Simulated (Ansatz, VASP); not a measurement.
# Mg: VASP beside Ansatz

Contents of INCAR:

```
SYSTEM = Mg
PREC     = Accurate       ! precision mode
ENCUT    = 520            ! plane-wave cutoff, eV
EDIFF    = 1E-6           ! SCF threshold, eV
ISMEAR   = 0              ! smearing method
SIGMA    = 0.15           ! smearing width, eV
LREAL    = .False.        ! projectors in reciprocal space
LASPH    = .True.         ! aspherical terms in the spheres
NELM     = 100            ! most SCF steps
ALGO     = Normal         ! electronic algorithm
ISIF     = 2              ! what is computed and relaxed
LWAVE    = .False.        ! write WAVECAR
LCHARG   = .True.         ! write CHGCAR
GGA      = PE             ! functional
LELF     = .True.         ! ELF
LVHAR    = .True.       
NBANDS   = 7              ! bands
```

File KPOINTS:

```
Automatic mesh
0
Gamma
  18 18 18
  0 0 0
```

File POSCAR:

```
Mg
1.0
   -1.8355548414      1.8355548414      1.5685000000
    1.8355548414     -1.8355548414      1.5685000000
    1.8355548414      1.8355548414     -1.5685000000
Mg
1
Direct
    0.0000000000      0.0000000000      0.0000000000
```

Input for Ansatz:

```yaml
crystal:
  lattice:
    - [-1.8355548414, 1.8355548414, 1.5685]
    - [1.8355548414, -1.8355548414, 1.5685]
    - [1.8355548414, 1.8355548414, -1.5685]
  atoms:
    - { symbol: Mg, position: [0.0, 0.0, 0.0] }
basis:
  ecutwfc: 520.0
kpoints:
  mp_grid: { grid: [18, 18, 18] }
hamiltonian:
  xc: pbe
  pseudopotentials: { kind: paw }
scf:
  occupations: { method: gaussian, width: 0.15 }
output:
  forces: true
  stress: true
  eigenvalues: true
```

Alike in both runs: task single point; functional PBE; k mesh 18 × 18 × 18; occupations gaussian, width 0.15 eV; no spin polarisation.

```csv
,VASP,Ansatz
version,VASP 6.6.1,Ansatz 0.2.0
potentials or method,"VASP PAW PBE potentials, release 64 (Mg), cutoff 520 eV","scalar-relativistic, plane waves, PAW"
valence electrons in the cell,2,10
```

Ansatz gave:

* gap on the k mesh at the Fermi level (eV): none
* pressure (GPa): 3.8
* traceless stress, the component that is largest in VASP (GPa): 1.65

**Question.** Which values does VASP return?

**Answer.** gap on the k mesh at the Fermi level (eV): none; pressure (GPa): 3.7; traceless stress, the component that is largest in VASP (GPa): 1.65.

A gap of «none» marks a metal or a gap that the smearing closes. The functional is the same, so the differences come from potentials, cutoffs and numerics. VASP's potentials hold 2 valence electrons a cell and Ansatz's 10, so a difference there can come from the potentials and not from the codes.
